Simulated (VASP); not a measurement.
# Ge: relaxation of cell and atoms with PBEsol

Crystal: Ge.

```
Ge
1.0
     0.00000    2.83818    2.83818
     2.83818    0.00000    2.83818
     2.83818    2.83818    0.00000
Ge
2
Direct
  0.50000 0.50000 0.50000
  0.75000 0.75000 0.75000
```

```yaml
Program: VASP 6.6.1
Task: relaxation of cell and atoms
Functional: PBEsol
Potentials_or_basis: VASP PAW PBE potentials, release 64 (Ge_d)
Cutoff: 600 eV
k_mesh: 14 × 14 × 14
Occupations: fermi-dirac, width 0.08 eV
Spin: no spin polarisation
Target_pressure: 30 GPa
Dipole_correction: no
Further_INCAR_settings: ALGO = Normal; EDIFF = 1e-06; IBRION = 2; EDIFFG = -0.002; NSW = 100; ISIF = 3
```

```yaml
Relaxed_volume: 17.82 Å³/atom
Relaxed_cell: a = 3.694 Å, b = 3.694 Å, c = 3.694 Å, α = 60.00°, β = 60.00°, γ = 60.00°
Space_group_after_relaxing_to_0.05_Å: Fd-3m (No. 227)
Energy_change_on_relaxing_the_enthalpy_is_what_falls: +371.8 meV/atom
Ionic_steps: 52
Pressure_after_relaxing: 30.0 GPa
Band_gap_on_the_k_mesh: 0.07 eV, indirect (least direct gap 2.35 eV)
```

The path:
```tsv
step	energy change (eV)	largest force (eV/Å)	pressure (GPa)	volume (Å³)
1	0.0000	0.0000	-0.08	45.72
3	0.5452	0.0000	24.28	36.82
5	0.7567	0.0000	30.26	35.57
7	0.7231	0.0000	29.46	35.75
9	0.7267	0.0000	29.50	35.73
11	0.7268	0.0000	29.49	35.73
13	0.7276	0.0000	29.67	35.72
15	0.7306	0.0000	29.46	35.71
17	0.7426	0.0000	30.09	35.64
19	0.7422	0.0000	30.16	35.65
21	0.7416	0.0000	29.92	35.65
23	0.7418	0.0000	29.93	35.65
25	0.7418	0.0000	29.93	35.65
27	0.7418	0.0000	29.93	35.65
29	0.7418	0.0000	29.93	35.65
31	0.7418	0.0000	29.93	35.65
33	0.7418	0.0000	29.93	35.65
35	0.7418	0.0000	29.93	35.65
37	0.7418	0.0000	29.93	35.65
39	0.7420	0.0000	29.92	35.65
41	0.7430	0.0000	30.17	35.64
43	0.7424	0.0000	29.91	35.64
45	0.7425	0.0000	29.95	35.64
47	0.7427	0.0000	29.94	35.64
49	0.7437	0.0000	30.18	35.64
51	0.7435	0.0000	29.90	35.64
52	0.7436	0.0000	29.99	35.64
```

Final structure:
```yaml
crystal:
  lattice:
    - [0.00000, 2.61194, 2.61194]
    - [2.61194, 0.00000, 2.61194]
    - [2.61194, 2.61194, 0.00000]
  atoms:
    - { symbol: Ge, position: [0.50000, 0.50000, 0.50000] }
    - { symbol: Ge, position: [0.75000, 0.75000, 0.75000] }
```

Levels at points of the mesh, in eV from the valence-band top:
```csv
k point,band 11,band 12,band 13,band 14,band 15,band 16,band 17,band 18
"(0.00, 0.00, 0.00)",-14.90,0.00,0.00,0.00,2.35,2.58,2.58,2.58
"(0.50, 0.00, 0.00)",-12.12,-9.04,-1.84,-1.84,0.95,3.75,3.75,6.94
"(0.50, 0.50, 0.00)",-10.00,-10.00,-4.06,-4.06,0.25,0.25,11.60,11.60
```

Wall time 10 min on 1 thread of Intel Xeon 6975P-C (shared host), peak memory 0.25 GiB.

Caveat: the cell is relaxed towards a set pressure, so the enthalpy falls and the energy may rise; the volume moved by over 15 % at a fixed basis, so the end points are rough; the PAW data sets were made with another functional, which shifts forces and pressure a little. A k mesh can miss the band edges.
